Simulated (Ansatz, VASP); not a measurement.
One calculation of Al3BN2, two programs

Contents of INCAR:

```
SYSTEM = Al3BN2
  PREC = Accurate
  ENCUT = 520
  EDIFF = 1E-6
  ISMEAR = 0
  SIGMA = 0.1
  LREAL = .False.
  LASPH = .True.
  NELM = 150
  ALGO = Normal
  ISIF = 2
  LWAVE = .False.
  LCHARG = .False.
  ISPIN = 2
  MAGMOM = 0 0 0 0 1 1
  LORBIT = 11
  GGA = PE
  NBANDS = 24
```

File KPOINTS:

```
Automatic mesh
0
Gamma
  4 4 6
  0 0 0
```

POSCAR

```
Al3BN2
1.0
    3.2695105000     -3.5089674400      0.0000000000
    3.2695105000      3.5089674400      0.0000000000
    0.0000000000      0.0000000000      3.5287367300
Al B N
3 1 2
Direct
    0.0000000000      0.0000000000      0.5000000000
    0.8161750700      0.8161750700      0.0000000000
    0.1838249300      0.1838249300      0.0000000000
    0.5000000000      0.5000000000      0.5000000000
    0.1509892300      0.8490107700      0.0000000000
    0.8490107700      0.1509892300      0.0000000000
```

Input for Ansatz:

```yaml
crystal:
  lattice:
    - [3.2695105, -3.50896744, 0.0]
    - [3.2695105, 3.50896744, 0.0]
    - [0.0, 0.0, 3.52873673]
  atoms:
    - { symbol: Al, position: [0.0, 0.0, 0.5] }
    - { symbol: Al, position: [0.81617507, 0.81617507, 0.0] }
    - { symbol: Al, position: [0.18382493, 0.18382493, 0.0] }
    - { symbol: B, position: [0.5, 0.5, 0.5] }
    - { symbol: "N", position: [0.15098923, 0.84901077, 0.0], spin: 1.0 }
    - { symbol: "N", position: [0.84901077, 0.15098923, 0.0], spin: 1.0 }
basis:
  ecutwfc: 420
kpoints:
  mp_grid: { grid: [4, 4, 6] }
hamiltonian:
  xc: pbe
scf:
  occupations: { method: gaussian, width: 0.1 }
  lower_state_search: "off"
output:
  forces: true
  stress: true
  eigenvalues: true
  populations: true
magnetization:
  spin_polarized: true
```

Alike in both runs: task single point; functional PBE; k mesh 4 × 4 × 6; occupations gaussian, width 0.1 eV; collinear spin.

|  | VASP | Ansatz |
| --- | --- | --- |
| version | VASP 6.6.1 | Ansatz 0.2.0 |
| potentials or method | VASP PAW PBE potentials, release 64 (Al, B, N), cutoff 520 eV | scalar-relativistic, plane waves, PAW |
| valence electrons in the cell | 22 | 22 |

Ansatz gave:

* gap on the k mesh at the Fermi level (eV): none
* rms of the force components (eV/Å): 7.071
* net moment per atom (μB): 0.00

Which values does VASP return?

gap on the k mesh at the Fermi level (eV): none; rms of the force components (eV/Å): 7.158; net moment per atom (μB): 0.00.

Atom by atom the forces differ by 0.087 eV/Å (rms over components). A gap of «none» marks a metal or a gap that the smearing closes. Ansatz's warnings: seeded moment not kept.
